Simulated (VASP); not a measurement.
Input of a VASP 6.6.1 run:

The input INCAR:

```
PREC = Accurate
ENCUT = 520
EDIFF = 1E-7
ISMEAR = -1
SIGMA = 0.05
LREAL = False
LASPH = True
NELM = 150
ALGO = Normal
ISIF = 2
LWAVE = False
LCHARG = False
ISPIN = 2
MAGMOM = 1 1 1 1 0 0 0 0
LORBIT = 11
LMAXMIX = 4
GGA = PS
NBANDS = 42
```

KPOINTS

```
Automatic mesh
0
Gamma
  5 7 4
```

File POSCAR:

```
SiNi
1.0
    5.2248310000      0.0000000000      0.0000000000
    0.0000000000      3.3714810000      0.0000000000
    0.0000000000      0.0000000000      5.6049000000
Ni Si
4 4
Direct
    0.9922100000      0.7500000000      0.8124800000
    0.5077900000      0.2500000000      0.3124800000
    0.4922100000      0.7500000000      0.6875200000
    0.0077900000      0.2500000000      0.1875200000
    0.6787200000      0.2500000000      0.9175000000
    0.8212800000      0.7500000000      0.4175000000
    0.1787200000      0.2500000000      0.5825000000
    0.3212800000      0.7500000000      0.0825000000
```

Potentials or basis: VASP PAW PBE potentials, release 64 (Ni, Si).

Launch:

```sh
$ cat potpaw_PBE.64/Ni/POTCAR potpaw_PBE.64/Si/POTCAR > POTCAR
$ mpirun -np 1 vasp_std > vasp.out
```

Task: Predict the largest force.

Result: 0.097 eV/Å.

Task: Predict the pressure.

Result: -7.5 GPa.

Stress tensor (GPa, compression positive):
```
-9.36  0.00  0.00
 0.00 -7.08  0.00
 0.00  0.00 -5.95
```

Caveat: the cell stands under tension; the moments typed at the start vanished in this run; the PAW data sets were made with another functional, which shifts forces and pressure a little.
